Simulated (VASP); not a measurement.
# Hg (I4/mmm) in VASP: further runs, part 2 of 2

VASP 6.6.1. Earlier steps stand in the parts before.

## (3) Single point, PBEsol (strain -0.015 along x and y, -0.030 along z)

Input file INCAR:

```
  ALGO = Fast
  EDIFF = 1E-6
  ENCUT = 520
  GGA = PS
  ISIF = 2
  ISMEAR = 0
  LASPH = T
  LCHARG = F
  LREAL = F
  LWAVE = F
  NBANDS = 12
  NELM = 100
  PREC = Accurate
  SIGMA = 0.15
```

Input file KPOINTS:

```
k-points
0
Gamma
  18 18 18
```

Input file POSCAR:

```
Hg
1.0
   -2.0386495750      2.0386495750      1.7481902600
    2.0386495750     -2.0386495750      1.7481902600
    2.0386495750      2.0386495750     -1.7481902600
Hg
1
Direct
    0.0000000000      0.0000000000      0.0000000000
```

Potentials or basis: VASP PAW PBE potentials, release 64 (Hg).

The run is started by

```
$ cat potpaw_PBE.64/Hg/POTCAR > POTCAR
$ mpirun -np 1 vasp_std > vasp.out
```

OUTCAR:

```text
EDIFF = 1E-6
   ENCUT = 520
   GGA = PS
   ISIF = 2
   ISMEAR = 0
   LASPH = T
   LREAL = F
   NELM = 100
   PREC = Accurate

 ion  position               nearest neighbor table
   1  0.000  0.000  0.000-

  LATTYP: Found a body centered tetragonal cell.
 ALAT       =     4.0772991500
 C/A-ratio  =     0.8575236674

  Lattice vectors:

 A1 = (  -2.0386495750,   2.0386495750,   1.7481902600)
 A2 = (   2.0386495750,  -2.0386495750,   1.7481902600)
 A3 = (   2.0386495750,   2.0386495750,  -1.7481902600)

Analysis of symmetry for initial positions (statically):
=====================================================================
 Subroutine PRICEL returns:
 Original cell was already a primitive cell.

 Routine SETGRP: Setting up the symmetry group for a
 body centered tetragonal supercell.

 Subroutine GETGRP returns: Found 16 space group operations
 (whereof 16 operations were pure point group operations)
 out of a pool of 16 trial point group operations.

The static configuration has the point symmetry D_4h.

Analysis of symmetry for dynamics (positions and initial velocities):
=====================================================================
 Subroutine PRICEL returns:
 Original cell was already a primitive cell.

 Routine SETGRP: Setting up the symmetry group for a
 body centered tetragonal supercell.

 Subroutine GETGRP returns: Found 16 space group operations
 (whereof 16 operations were pure point group operations)
 out of a pool of 16 trial point group operations.

The dynamic configuration has the point symmetry D_4h.

 Subroutine INISYM returns: Found 16 space group operations
 (whereof 16 operations are pure point group operations),
 and found     1 'primitive' translations

----------------------------------------------------------------------------------------

                                     Primitive cell

  volume of cell :      29.0626

  direct lattice vectors                    reciprocal lattice vectors
    -2.038649575  2.038649575  1.748190260     0.000000000  0.245260395  0.286010059
     2.038649575 -2.038649575  1.748190260     0.245260395  0.000000000  0.286010059
     2.038649575  2.038649575 -1.748190260     0.245260395  0.245260395  0.000000000

  length of vectors
     3.371698884  3.371698884  3.371698884     0.376768384  0.376768384  0.346850577

  position of ions in fractional coordinates (direct lattice)
     0.000000000  0.000000000  0.000000000

  ion indices of the primitive-cell ions
   primitive index   ion index
                 1           1

----------------------------------------------------------------------------------------

 KPOINTS: k-points

Automatic generation of k-mesh.
 Grid dimensions read from file:
 generate k-points for:   18   18   18

 Generating k-lattice:

  Cartesian coordinates                     Fractional coordinates (reciprocal lattice)
     0.000000000  0.013625577  0.015889448     0.055555556 -0.000000000  0.000000000
     0.013625577  0.000000000  0.015889448    -0.000000000  0.055555556  0.000000000
     0.013625577  0.013625577  0.000000000     0.000000000  0.000000000  0.055555556

  Length of vectors
     0.020931577  0.020931577  0.019269476

  Shift w.r.t. Gamma in fractional coordinates (k-lattice)
     0.000000000  0.000000000  0.000000000

 Subroutine IBZKPT returns following result:
 ===========================================

 Found    480 irreducible k-points:

 Following reciprocal coordinates:
            Coordinates               Weight
  0.000000  0.000000  0.000000      1.000000
  0.055556  0.000000  0.000000      8.000000
  0.111111  0.000000  0.000000      8.000000
  0.166667  0.000000  0.000000      8.000000
  0.222222 -0.000000  0.000000      8.000000
  0.277778  0.000000  0.000000      8.000000
[... 16 lines left out ...]
 -0.277778  0.055556  0.000000     16.000000
 -0.222222  0.055556  0.000000     16.000000
 [... further k-points ...]
   k-points           NKPTS =    480   k-points in BZ     NKDIM =    480   number of bands    NBANDS=     12
   number of dos      NEDOS =    301   number of ions     NIONS =      1
   total plane-waves  NPLWV =  21952
   dimension x,y,z NGX =    28 NGY =   28 NGZ =   28
   dimension x,y,z NGXF=    56 NGYF=   56 NGZF=   56
   ions per type =               1
   NGX,Y,Z   is equivalent  to a cutoff of  13.81, 13.81, 13.81 a.u.
   NGXF,Y,Z  is equivalent  to a cutoff of  27.61, 27.61, 27.61 a.u.
 SYSTEM =  unknown system
   PREC   = accura    normal or accurate (medium, high low for compatibility)
   ISTART =      0    job   : 0-new  1-cont  2-samecut
   ICHARG =      2    charge: 1-file 2-atom 10-const
   ISPIN  =      1    spin polarized calculation?
   LNONCOLLINEAR =      F non collinear calculations
   LSORBIT =      F    spin-orbit coupling
   LASPH  =      T    aspherical Exc in radial PAW
   ENCUT  =  520.0 eV  38.22 Ry    6.18 a.u.   6.27  6.27  6.27*2*pi/ulx,y,z
   NELM   =    100;   NELMIN=  2; NELMDL= -5     # of ELM steps
   EDIFF  = 0.1E-05   stopping-criterion for ELM
   LREAL  =      F    real-space projection
   EDIFFG = 0.1E-04   stopping-criterion for IOM
   NSW    =      0    number of steps for IOM
   IBRION =     -1    ionic relax: 0-MD 1-quasi-New 2-CG
   NFREE  =      0    steps in history (QN), initial steepest desc. (CG)
   ISIF   =      2    stress and relaxation
   ISYM   =      2    0-nonsym 1-usesym 2-fastsym
   POTIM  = 0.5000    time-step for ionic-motion
   TEBEG  =    0.0;   TEEND  =   0.0 temperature during run
   PSTRESS=    0.0 pullay stress
   NELECT =      12.0000    total number of electrons
   NUPDOWN=      -1.0000    fix difference up-down
   EMIN   =  10.00;   EMAX   =-10.00  energy-range for DOS
   EFERMI =   0.00;   METHOD = LEGACY
   ISMEAR =     0;   SIGMA  =   0.15  broadening in eV -4-tet -1-fermi 0-gaus
   EFERMI_NEDOS =   21; number of points for ismear=-14 and -15
   IALGO  =     68    algorithm
   IMIX   =      4    mixing-type and parameters
     AMIX     =   0.40;   BMIX     =  1.00
     AMIX_MAG =   1.60;   BMIX_MAG =  1.00
  volume/ion in A,a.u.               =      29.06       196.12
  Fermi-wavevector in a.u.,A,eV,Ry     =   1.219057  2.303683 20.219613  1.486100
  Thomas-Fermi vector in A             =   2.354322
   LORBIT       =      0    0 simple, 1 ext, 2 COOP (PROOUT), +10 PAW based schemes
   GGA     = PS    functional components
   LHFCALC =     F    Hartree Fock is set to
   AEXX    =    0.0000 exact exchange contribution
   IVDW    =     0    specifies the selected vdW correction
   LEPSILON=     F    determine dielectric tensor
   LRPA    =     F    only Hartree local field effects (RPA)
 non-spin polarized calculation
 RMM-DIIS sequential band-by-band and
 Gauss-broadening in eV      SIGMA  =   0.15
  energy-cutoff  :      520.00
  volume of cell :       29.06
 maximum number of plane-waves:       801
 NGX is ok and might be reduce to    28
   NGX = 13   NGY = 13   NGZ = 13

 number of electron      11.9999998 magnetization

 Free energy of the ion-electron system (eV)
  ---------------------------------------------------
  ext. energy  EPLUGINS =         0.00000000
  ---------------------------------------------------
  free energy    TOTEN  =        -0.49283387 eV

  energy without entropy =       -0.49081994  energy(sigma->0) =       -0.49182690

 E-fermi :   0.9741     XC(G=0):  -9.9319

 val. band max:        0.9677342001   @ k =  -0.4444   0.5000   0.1111
 cond. band min:       0.9948564889   @ k =   0.4444   0.3889   0.0556
 fundamental gap:      0.0271222888
 Fermi energy:         0.9740671534

 k-point     1 :       0.0000    0.0000    0.0000
  band No.  band energies     occupation
      1      -6.4713      2.00000
      2      -5.5606      2.00000
      3      -5.2343      2.00000
      4      -5.2343      2.00000
      5      -5.0388      2.00000
      6      -4.6774      2.00000
      7      13.0991      0.00000
      8      13.0991      0.00000
      9      16.1270      0.00000
     10      16.2815      0.00000
     11      16.2815      0.00000
     12      17.0020      0.00000
[... 331 lines left out ...]
 k-point    24 :      -0.2222    0.0556    0.0000
  band No.  band energies     occupation
      1      -5.7285      2.00000
      2      -5.5341      2.00000
      3      -5.1882      2.00000
      4      -5.0202      2.00000
      5      -4.8891      2.00000
      6      -4.7488      2.00000
      7       9.6008      0.00000
      8      10.9417      0.00000
      9      12.0992      0.00000
     10      14.4290      0.00000
     11      16.0182      0.00000
     12      17.6461      0.00000

 [... further k-points ...]
[... 5 lines left out ...]
  --------------------------------------------------------------------------------------
  -------------------------------------------------------------------------------------
  Total       -0.5678699     -0.5678699     -0.4962155      0.0000000      0.0000000      0.0000000
  in kB      -31.3058544    -31.3058544    -27.3556510      0.0000000      0.0000000      0.0000000
  external PRESSURE =     -29.9891199 kB  Pullay stress =       0.0000000 kB

 VOLUME and BASIS-vectors are now :
 -----------------------------------------------------------------------------
  energy-cutoff  :      520.00
  volume of cell :       29.06
      direct lattice vectors                 reciprocal lattice vectors
    -2.038649575  2.038649575  1.748190260     0.000000000  0.245260395  0.286010059
     2.038649575 -2.038649575  1.748190260     0.245260395  0.000000000  0.286010059
     2.038649575  2.038649575 -1.748190260     0.245260395  0.245260395  0.000000000

 POSITION                                       TOTAL-FORCE (eV/Angst)
 -----------------------------------------------------------------------------------
      0.00000      0.00000      0.00000         0.000000      0.000000      0.000000
 -----------------------------------------------------------------------------------
    total drift:                               -0.000000     -0.000000     -0.000000

  FREE ENERGIE OF THE ION-ELECTRON SYSTEM (eV)
  ---------------------------------------------------
  free  energy   TOTEN  =        -0.4928338661 eV

  energy  without entropy=       -0.4908199379  energy(sigma->0) =       -0.49182690
```

Run time: 2.4 min. Hardware: 1 thread of Intel Xeon 6975P-C, shared host; peak memory 0.29 GiB.

What came out:

```
Free energy            : -0.4928 eV
Pressure               : -3.0 GPa
Band gap on the k mesh : zero (band 6 reaches 2.43 eV, above the bottom of band 7 at 0.13 eV)
```

Stress tensor (GPa, compression positive):
```
-3.13  0.00  0.00
 0.00 -3.13  0.00
 0.00  0.00 -2.74
```

Caveat: the cell differs from its parent crystal (strain -0.015 along x and y, -0.030 along z); the PAW data sets were made with another functional, which shifts forces and pressure a little; spin-orbit coupling is left out, which moves the levels of the heavy elements.

## (4) Single point, PBEsol (strain -0.030 along x and y, +0.015 along z)

Input file INCAR:

```
PREC = Accurate
ENCUT = 520
EDIFF = 1E-6
ISMEAR = 0
SIGMA = 0.15
LREAL = False
LASPH = True
NELM = 80
ALGO = Fast
ISIF = 2
LWAVE = False
LCHARG = False
GGA = PS
NBANDS = 12
```

Input file KPOINTS:

```
Automatic mesh
0
Gamma
  18 18 18
```

Input file POSCAR:

```
Hg
1.0
   -2.0076041500      2.0076041500      1.8292918700
    2.0076041500     -2.0076041500      1.8292918700
    2.0076041500      2.0076041500     -1.8292918700
Hg
1
Direct
    0.0000000000      0.0000000000      0.0000000000
```

The run is started by

```
$ cat potpaw_PBE.64/Hg/POTCAR > POTCAR
$ mpirun -np 1 vasp_std > vasp.out
```

It took 2.2 min on 1 thread of Intel Xeon 6975P-C, shared host; peak memory 0.29 GiB.

Results (log left out):

```
Free energy            : -0.4861 eV
Pressure               : -3.1 GPa
Band gap on the k mesh : zero (band 6 reaches 2.53 eV, above the bottom of band 7 at 0.21 eV)
```

Levels at points of the mesh, in eV from the Fermi level:
```
           k point  band 4  band 5  band 6  band 7  band 8  band 9
(0.00, 0.00, 0.00)   -6.28   -5.90   -5.70   12.71   12.71   14.30
(0.50, 0.00, 0.00)   -5.63   -5.36   -1.41   -0.39    7.96    8.93
(0.50, 0.50, 0.00)   -5.81   -5.39   -1.96   -0.70    9.34   10.52
(0.50, 0.50, 0.50)   -5.48   -5.42    1.61    3.21    3.21    5.10
```

Caveat: the cell differs from its parent crystal (strain -0.030 along x and y, +0.015 along z); the PAW data sets were made with another functional, which shifts forces and pressure a little; spin-orbit coupling is left out, which moves the levels of the heavy elements.

## (5) Single point, PBEsol (strain -0.030 along x and y, +0.030 along z)

Input file INCAR:

```
SYSTEM = Hg
  PREC = Accurate
  ENCUT = 520
  EDIFF = 1E-7
  ISMEAR = 0
  SIGMA = 0.15
  LREAL = .False.
  LASPH = .True.
  NELM = 60
  ALGO = Fast
  ISIF = 2
  LWAVE = .False.
  LCHARG = .False.
  GGA = PS
  NBANDS = 12
```

Input file KPOINTS:

```
Automatic mesh
0
Gamma
  18 18 18
  0 0 0
```

Input file POSCAR:

```
Hg
1.0
   -2.0076041500      2.0076041500      1.8563257400
    2.0076041500     -2.0076041500      1.8563257400
    2.0076041500      2.0076041500     -1.8563257400
Hg
1
Direct
    0.0000000000      0.0000000000      0.0000000000
```

The run is started by

```
$ cat potpaw_PBE.64/Hg/POTCAR > POTCAR
$ mpirun -np 1 vasp_std > vasp.out
```

Wall time 2.2 min (1 thread of Intel Xeon 6975P-C, shared host); peak memory 0.29 GiB.

Results (log left out):

- Free energy: -0.4780 eV
- Pressure: -3.1 GPa
- Band gap on the k mesh: zero (band 6 reaches 2.40 eV, above the bottom of band 7 at 0.20 eV)

Stress tensor (GPa, compression positive):
```
-3.15  0.00  0.00
 0.00 -3.15  0.00
 0.00  0.00 -3.06
```

Levels at points of the mesh, in eV from the Fermi level:
```tsv
k point	band 2	band 3	band 4	band 5	band 6	band 7	band 8	band 9	band 10	band 11
(0.00, 0.00, 0.00)	-6.41	-6.26	-6.26	-5.86	-5.70	12.75	12.75	13.98	14.53	14.53
(0.50, 0.00, 0.00)	-6.64	-5.81	-5.65	-5.36	-1.48	-0.37	7.94	8.95	12.08	13.27
(0.50, 0.50, 0.00)	-6.49	-5.92	-5.79	-5.38	-1.93	-0.62	9.08	10.27	13.52	14.36
(0.50, 0.50, 0.50)	-6.72	-5.47	-5.47	-5.42	1.57	3.29	3.29	4.85	8.49	9.61
```

Caveat: the cell differs from its parent crystal (strain -0.030 along x and y, +0.030 along z); the PAW data sets were made with another functional, which shifts forces and pressure a little; spin-orbit coupling is left out, which moves the levels of the heavy elements.

## (6) Single point, PBEsol (strain +0.000 along x and y, -0.030 along z)

Input file INCAR:

```
PREC = Accurate
ENCUT = 520
EDIFF = 1E-6
ISMEAR = 0
SIGMA = 0.15
LREAL = False
LASPH = True
NELM = 60
ALGO = Fast
ISIF = 2
LWAVE = False
LCHARG = False
GGA = PS
NBANDS = 12
```

Input file KPOINTS:

```
regular mesh
0
Gamma
  18 18 18
```

Input file POSCAR:

```
Hg
1.0
   -2.0696950000      2.0696950000      1.7481902600
    2.0696950000     -2.0696950000      1.7481902600
    2.0696950000      2.0696950000     -1.7481902600
Hg
1
Direct
    0.0000000000      0.0000000000      0.0000000000
```

Potentials or basis: VASP PAW PBE potentials, release 64 (Hg).

The run is started by

```
$ cat potpaw_PBE.64/Hg/POTCAR > POTCAR
$ mpirun -np 1 vasp_std > vasp.out
```

It took 2.3 min on 1 thread of Intel Xeon 6975P-C, shared host; peak memory 0.29 GiB.

It converged, with:

| Property | Result |
| --- | --- |
| Free energy | -0.4754 eV |
| Pressure | -3.1 GPa |
| Band gap on the k mesh | zero (band 6 reaches 2.00 eV, above the bottom of band 7 at 0.03 eV) |

Stress tensor (GPa, compression positive):
```
-3.22  0.00  0.00
 0.00 -3.22  0.00
 0.00  0.00 -2.80
```

Levels at points of the mesh, in eV from the Fermi level:
```tsv
k point	band 4	band 5	band 6	band 7	band 8	band 9
(0.00, 0.00, 0.00)	-6.15	-6.01	-5.64	11.71	11.71	14.90
(0.50, 0.00, 0.00)	-5.50	-5.38	-1.21	-0.22	7.68	8.54
(0.50, 0.50, 0.00)	-5.82	-5.40	-2.25	-0.78	10.22	11.46
(0.50, 0.50, 0.50)	-5.47	-5.38	1.19	2.78	2.78	6.29
```

Caveat: the cell differs from its parent crystal (strain +0.000 along x and y, -0.030 along z); the PAW data sets were made with another functional, which shifts forces and pressure a little; spin-orbit coupling is left out, which moves the levels of the heavy elements.

## (7) The runs side by side

```tsv
cell	further INCAR settings	gap on the mesh (eV)	pressure (GPa)
a = 3.363 Å, angles 106.7, 106.7, 115.2°, 1 atom	ALGO = Fast; EDIFF = 1e-06; NBANDS = 12	none	-3.0
a = 3.372 Å, angles 105.6, 105.6, 117.5°, 1 atom	ALGO = Fast; EDIFF = 1e-06; NBANDS = 12	none	-3.0
a = 3.377 Å, angles 107.1, 107.1, 114.4°, 1 atom	ALGO = Fast; EDIFF = 1e-06; NBANDS = 12	none	-3.1
a = 3.392 Å, angles 107.4, 107.4, 113.6°, 1 atom	ALGO = Fast; EDIFF = 1e-07; NBANDS = 12	none	-3.1
a = 3.409 Å, angles 105.2, 105.2, 118.3°, 1 atom	ALGO = Fast; EDIFF = 1e-06; NBANDS = 12	none	-3.1
```

Alike in all rows: task single point; level PBEsol; potentials or basis VASP PAW PBE potentials, release 64 (Hg); no spin polarisation; k mesh 18 × 18 × 18; cutoff (eV) 520; smearing gaussian 0.15 eV.

Caveats: the PAW data sets were made with another functional, which shifts forces and pressure a little; spin-orbit coupling is left out, which moves the levels of the heavy elements.

Absolute energies hang on the potentials; compare differences alone.
